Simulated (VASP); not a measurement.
Here is a VASP 6.6.1 calculation.

File POSCAR:

```
Hf2Sb3Ir
1.0
    3.9962280000      0.0000000000      0.0000000000
    0.0000000000      3.9962280000      0.0000000000
    0.0000000000      0.0000000000      8.7582560000
Sb Ir Hf
3 1 2
Direct
    0.5000000000      0.5000000000      0.0000000000
    0.0000000000      0.5000000000      0.3820000000
    0.5000000000      0.0000000000      0.6180000000
    0.0000000000      0.0000000000      0.0000000000
    0.0000000000      0.5000000000      0.7340000000
    0.5000000000      0.0000000000      0.2660000000
```

INCAR.step1

```
SYSTEM = Hf2Sb3Ir
PREC     = Accurate       ! precision mode
ENCUT    = 520            ! plane-wave cutoff, eV
ISMEAR   = -1             ! smearing method
SIGMA    = 0.026          ! smearing width, eV
LREAL    = .FALSE.        ! projectors in reciprocal space
LASPH    = .TRUE.         ! aspherical terms in the spheres
NELM     = 60             ! most SCF steps
NBANDS   = 31             ! bands
GGA      = PE             ! functional
ALGO     = Normal         ! electronic algorithm
EDIFF    = 1E-4           ! SCF threshold, eV
LWAVE    = .TRUE.         ! write WAVECAR
LCHARG   = .FALSE.        ! write CHGCAR
```

Contents of INCAR.step2:

```
SYSTEM = Hf2Sb3Ir
PREC     = Accurate       ! precision mode
ENCUT    = 520            ! plane-wave cutoff, eV
EDIFF    = 1E-7           ! SCF threshold, eV
ISMEAR   = -1             ! smearing method
SIGMA    = 0.026          ! smearing width, eV
LREAL    = .FALSE.        ! projectors in reciprocal space
LASPH    = .TRUE.         ! aspherical terms in the spheres
NELM     = 60             ! most SCF steps
ALGO     = Normal         ! electronic algorithm
ISIF     = 2              ! what is computed and relaxed
LWAVE    = .FALSE.        ! write WAVECAR
LCHARG   = .FALSE.        ! write CHGCAR
METAGGA  = R2SCAN         ! meta-GGA
LMIXTAU  = .TRUE.       
NBANDS   = 31             ! bands
ISTART   = 1
```

File KPOINTS:

```
Automatic mesh
0
G
  9 9 4
  0 0 0
```

Potentials or basis: VASP PAW PBE potentials, release 64 (Sb, Ir, Hf_pv).

Launch:

```sh
$ cat potpaw_PBE.64/Sb/POTCAR potpaw_PBE.64/Ir/POTCAR potpaw_PBE.64/Hf_pv/POTCAR > POTCAR
$ cp INCAR.step1 INCAR
$ mpirun -np 1 vasp_std > vasp.out
$ cp INCAR.step2 INCAR
$ mpirun -np 1 vasp_std > vasp.out
```

Problem. What does it give for the largest force?

Solution. 1.145 eV/Å.

Problem. Estimate the pressure.

Solution. -7.8 GPa.

Forces on the atoms (eV/Å):
```
Sb   0.000  0.000  0.000
Sb   0.000  0.000 -0.196
Sb   0.000  0.000  0.196
Ir   0.000  0.000  0.000
Hf   0.000  0.000  1.145
Hf   0.000  0.000 -1.145
```

Caveat: the PAW data sets were made with another functional, which shifts forces and pressure a little.
